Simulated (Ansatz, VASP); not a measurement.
Two plane-wave programs on Rh

File INCAR:

```
SYSTEM = Rh
PREC     = Accurate       ! precision mode
ENCUT    = 500            ! plane-wave cutoff, eV
EDIFF    = 1E-7           ! SCF threshold, eV
ISMEAR   = 0              ! smearing method
SIGMA    = 0.1            ! smearing width, eV
LREAL    = .False.        ! projectors in reciprocal space
LASPH    = .True.         ! aspherical terms in the spheres
NELM     = 120            ! most SCF steps
ALGO     = Normal         ! electronic algorithm
ISIF     = 3              ! what is computed and relaxed
LWAVE    = .False.        ! write WAVECAR
LCHARG   = .False.        ! write CHGCAR
GGA      = PS             ! functional
IBRION   = 2              ! ionic algorithm
NSW      = 100            ! ionic steps
EDIFFG   = -0.01          ! ionic threshold
GGA_COMPAT= .False.      
NELMIN   = 4
```

File KPOINTS:

```
Automatic mesh
0
Gamma
  18 18 18
  0 0 0
```

POSCAR

```
Rh
1.0
    0.0000000000      2.7125513282      2.7125513282
    2.7125513282      0.0000000000      2.7125513282
    2.7125513282      2.7125513282      0.0000000000
Rh
2
Direct
    0.0000000000      0.0000000000      0.0000000000
    0.2500000000      0.2500000000      0.2500000000
```

Input for Ansatz:

```yaml
crystal:
  lattice:
    - [0.0, 2.7125513282, 2.7125513282]
    - [2.7125513282, 0.0, 2.7125513282]
    - [2.7125513282, 2.7125513282, 0.0]
  atoms:
    - { symbol: Rh, position: [0.0, 0.0, 0.0] }
    - { symbol: Rh, position: [0.25, 0.25, 0.25] }
basis:
  ecutwfc: 420
kpoints:
  mp_grid: { grid: [18, 18, 18] }
hamiltonian:
  xc: pbesol
scf:
  occupations: { method: gaussian, width: 0.1 }
output:
  forces: true
  stress: true
  eigenvalues: true
relax:
  adjacent_minimum: "off"
  f_tol: 0.01
  max_steps: 80
  cell: { stress_tol: 0.05 }
```

Alike in both runs: task relaxation of cell and atoms; functional PBEsol; k mesh 18 × 18 × 18; occupations gaussian, width 0.1 eV; no spin polarisation.

|  | VASP | Ansatz |
| --- | --- | --- |
| version | VASP 6.6.1 | Ansatz 0.2.0 |
| potentials or method | VASP PAW PBE potentials, release 64 (Rh_pv), cutoff 500 eV | scalar-relativistic, plane waves, PAW |
| valence electrons in the cell | 30 | 34 |

Ansatz gave:

```
gap on the k mesh at the Fermi level, each at its own relaxed structure (eV)  : none
relaxed volume (Å³/atom)                                                      : 20.04
relaxed length of the cell vector where the two differ most in proportion (Å) : 3.841
```

Question: Which values does VASP return?

Answer: gap on the k mesh at the Fermi level, each at its own relaxed structure (eV): none; relaxed volume (Å³/atom): 20.06; relaxed length of the cell vector where the two differ most in proportion (Å): 3.842.

VASP's potentials were made for PBE, not for PBEsol. A gap of «none» marks a metal or a gap that the smearing closes. VASP's potentials hold 30 valence electrons a cell and Ansatz's 34, so a difference there can come from the potentials and not from the codes.
